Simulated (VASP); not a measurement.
Input of a VASP 6.6.1 run:

File INCAR:

```
SYSTEM = Ta4C3
PREC     = Accurate       ! precision mode
ENCUT    = 520            ! plane-wave cutoff, eV
EDIFF    = 1E-6           ! SCF threshold, eV
ISMEAR   = 0              ! smearing method
SIGMA    = 0.15           ! smearing width, eV
LREAL    = .False.        ! projectors in reciprocal space
LASPH    = .True.         ! aspherical terms in the spheres
NELM     = 100            ! most SCF steps
ALGO     = Normal         ! electronic algorithm
ISIF     = 2              ! what is computed and relaxed
LWAVE    = .False.        ! write WAVECAR
LCHARG   = .False.        ! write CHGCAR
GGA      = PS             ! functional
NBANDS   = 37             ! bands
```

KPOINTS

```
regular mesh
0
Gamma
  10 10 10
  0 0 0
```

The input POSCAR:

```
Ta4C3
1.0
    4.0503940292      0.0000000000      0.0000000000
    0.0000000000      4.0503940292      0.0000000000
    0.0000000000      0.0000000000      4.5787062939
Ta C
4 3
Direct
    0.0000000000      0.5000000000      0.5000000000
    0.5000000000      0.0000000000      0.5000000000
    0.5000000000      0.5000000000      0.0000000000
    0.0000000000      0.0000000000      0.0000000000
    0.5000000000      0.0000000000      0.0000000000
    0.0000000000      0.5000000000      0.0000000000
    0.0000000000      0.0000000000      0.5000000000
```

Potentials or basis: VASP PAW PBE potentials, release 64 (Ta_pv, C).

The run is started by

```console
$ cat potpaw_PBE.64/Ta_pv/POTCAR potpaw_PBE.64/C/POTCAR > POTCAR
$ mpirun -np 1 vasp_std > vasp.out
```

Problem. What does it give for the band gap on the k mesh?

Solution. Zero (bands 28 and 29 overlap by 1.16 eV).

Problem. What does it give for the pressure?

Solution. 64.1 GPa.

Stress tensor (GPa, compression positive):
```
95.69  0.00  0.00
 0.00 95.69  0.00
 0.00  0.00  0.86
```

Caveat: the cell differs from its parent crystal (strain -0.080 along x and y, +0.040 along z); the cell stands under pressure; the PAW data sets were made with another functional, which shifts forces and pressure a little; spin-orbit coupling is left out, which moves the levels of the heavy elements.
